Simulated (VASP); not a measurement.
Write the native input for VASP 6.6.1 that does the following.

```yaml
Task: single point
Functional: PBEsol
Potentials_or_basis: VASP PAW PBE potentials, release 64 (Hf_pv)
Cutoff: 500 eV
k_mesh: 8 × 8 × 5
Occupations: methfessel-paxton, width 0.1 eV
Spin: no spin polarisation
Dipole_correction: no
Further_INCAR_settings: ALGO = Normal; EDIFF = 1e-06; NBANDS = 17
```

The structure of Hf lies in POSCAR:

```
Hf
1.0
    3.1511102327      0.0000000000      0.0000000000
   -1.5755551163      2.7289415116      0.0000000000
    0.0000000000      0.0000000000      4.9852444868
Hf
2
Direct
    0.3333333333      0.6666666667      0.2500000000
    0.6666666667      0.3333333333      0.7500000000
```

These files were run (other wordings do the same):

INCAR

```
  PREC = Accurate
  ENCUT = 500
  EDIFF = 1E-6
  ISMEAR = 1
  SIGMA = 0.1
  LREAL = False
  LASPH = True
  NELM = 120
  ALGO = Normal
  ISIF = 2
  LWAVE = False
  LCHARG = False
  GGA = PS
  NBANDS = 17
  GGA_COMPAT = False
```

KPOINTS

```
regular mesh
0
Gamma
  8 8 5
```

Potentials or basis: VASP PAW PBE potentials, release 64 (Hf_pv).

The run is started by

```sh
$ cat potpaw_PBE.64/Hf_pv/POTCAR > POTCAR
$ mpirun -np 1 vasp_std > vasp.out
```

It gave:

The pressure is 0.8 GPa and the band gap on the k mesh is zero (band 10 reaches 6.24 eV, above the bottom of band 11 at 4.77 eV).

Caveat: the PAW data sets were made with another functional, which shifts forces and pressure a little; spin-orbit coupling is left out, which moves the levels of the heavy elements.

Wall time 9.6 s on 1 thread of Intel(R) Xeon(R) Platinum 8559C (Emerald Rapids), on a shared host, peak memory 0.15 GiB.
